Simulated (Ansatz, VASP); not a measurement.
# Two plane-wave programs on Si2Ni

The input INCAR:

```
PREC = Accurate
ENCUT = 520
EDIFF = 1E-6
ISMEAR = -1
SIGMA = 0.05
LREAL = False
LASPH = True
NELM = 100
ALGO = Normal
ISIF = 2
LWAVE = False
LCHARG = False
GGA = PE
NBANDS = 16
```

File KPOINTS:

```
Automatic mesh
0
Gamma
  14 14 14
```

POSCAR

```
Si2Ni
1.0
   -1.4485791130      1.4485791130      3.3100327542
    1.4485791130     -1.4485791130      3.3100327542
    1.4485791130      1.4485791130     -3.3100327542
Ni Si
1 2
Direct
    0.0000000000      0.0000000000      0.0000000000
    0.3330739144      0.3330739144      0.0000000000
   -0.3330739144     -0.3330739144      0.0000000000
```

Input for Ansatz:

```yaml
crystal:
  lattice:
    - [-1.448579113, 1.448579113, 3.3100327542]
    - [1.448579113, -1.448579113, 3.3100327542]
    - [1.448579113, 1.448579113, -3.3100327542]
  atoms:
    - { symbol: Ni, position: [0.0, 0.0, 0.0] }
    - { symbol: Si, position: [0.3330739144, 0.3330739144, 0.0] }
    - { symbol: Si, position: [-0.3330739144, -0.3330739144, 0.0] }
kpoints:
  mp_grid: { grid: [14, 14, 14] }
scf:
  occupations: { method: fermi_dirac, width: 0.05 }
hamiltonian:
  xc: pbe
  pseudopotentials: { kind: paw }
output:
  forces: true
  stress: true
  eigenvalues: true
  populations: true
  write_density: true
  write_potential: true
  elf: true
  volumetric_format: npy
```

Change from the starting cell: volume scaled by 0.72, PAW files.

Alike in both runs: task single point; functional PBE; k mesh 14 × 14 × 14; occupations fermi-dirac, width 0.05 eV; no spin polarisation.

|  | VASP | Ansatz |
| --- | --- | --- |
| version | VASP 6.6.1 | Ansatz 0.2.0 |
| potentials or method | VASP PAW PBE potentials, release 64 (Ni, Si) | PAW with Ansatz's default frozen-core files, scalar-relativistic |
| plane-wave cutoff (eV) | 520 | 420 |
| valence electrons in the cell | 18 | 26 |

Ansatz gave:

| Property | Result |
| --- | --- |
| pressure (GPa) | 92.2 |
| traceless stress, the component that is largest in VASP (GPa) | 0.10 |
| rms of the force components (eV/Å) | 0.002 |

Problem. Which values does VASP return?

Solution. Pressure (GPa): 92.0; traceless stress, the component that is largest in VASP (GPa): 0.21; rms of the force components (eV/Å): 0.003.

Atom by atom the forces differ by 0.002 eV/Å (rms over components). Both programs put the cell under a high pressure, so it lies far from rest at this level. With one functional, cell and mesh, what is left measures potentials, basis and numerics. VASP's potentials hold 18 valence electrons a cell and Ansatz's 26, so a difference there can come from the potentials and not from the codes.

Noted on VASP's run: the cell as given lies far from equilibrium.
